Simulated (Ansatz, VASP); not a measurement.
## TiAl: VASP beside Ansatz

INCAR

```
SYSTEM = TiAl
PREC     = Accurate       ! precision mode
ENCUT    = 520            ! plane-wave cutoff, eV
EDIFF    = 1E-7           ! SCF threshold, eV
ISMEAR   = 0              ! smearing method
SIGMA    = 0.15           ! smearing width, eV
LREAL    = .False.        ! projectors in reciprocal space
LASPH    = .True.         ! aspherical terms in the spheres
NELM     = 100            ! most SCF steps
ALGO     = Fast           ! electronic algorithm
ISIF     = 2              ! what is computed and relaxed
LWAVE    = .False.        ! write WAVECAR
LCHARG   = .False.        ! write CHGCAR
GGA      = PS             ! functional
NBANDS   = 14             ! bands
```

The input KPOINTS:

```
regular mesh
0
Gamma
  16 16 16
  0 0 0
```

POSCAR

```
TiAl
1.0
    2.9860642016      0.0000000000      0.0000000000
    0.0000000000      2.9860642016      0.0000000000
    0.0000000000      0.0000000000      3.4315849804
Ti Al
1 1
Direct
    0.0000000000      0.0000000000      0.0000000000
    0.5000000000      0.5000000000      0.5000000000
```

Input for Ansatz:

```yaml
crystal:
  lattice:
    - [2.9860642016, 0.0, 0.0]
    - [0.0, 2.9860642016, 0.0]
    - [0.0, 0.0, 3.4315849804]
  atoms:
    - { symbol: Ti, position: [0.0, 0.0, 0.0] }
    - { symbol: Al, position: [0.5, 0.5, 0.5] }
basis:
  ecutwfc: 520.0
kpoints:
  mp_grid: { grid: [16, 16, 16] }
hamiltonian:
  xc: pbesol
  pseudopotentials: { kind: paw, azcp: { folder: soft_1 } }
scf:
  occupations: { method: gaussian, width: 0.15 }
output:
  forces: true
  stress: true
  eigenvalues: true
```

Alike in both runs: task single point; functional PBEsol; k mesh 16 × 16 × 16; occupations gaussian, width 0.15 eV; no spin polarisation.

```csv
,VASP,Ansatz
version,VASP 6.6.1,Ansatz 0.2.0
potentials or method,"VASP PAW PBE potentials, release 64 (Ti_sv, Al), cutoff 520 eV","scalar-relativistic, plane waves, PAW"
valence electrons in the cell,15,15
```

```csv
,VASP,Ansatz,Ansatz less VASP
gap on the k mesh at the Fermi level (eV),none,none,-
pressure (GPa),3.6,3.5,-0.09
"traceless stress, the component that is largest in VASP (GPa)",6.18,6.18,+0.008
```

VASP's potentials were made for PBE, not for PBEsol, and Ansatz warns of the same on its side. A gap of «none» marks a metal or a gap that the smearing closes.
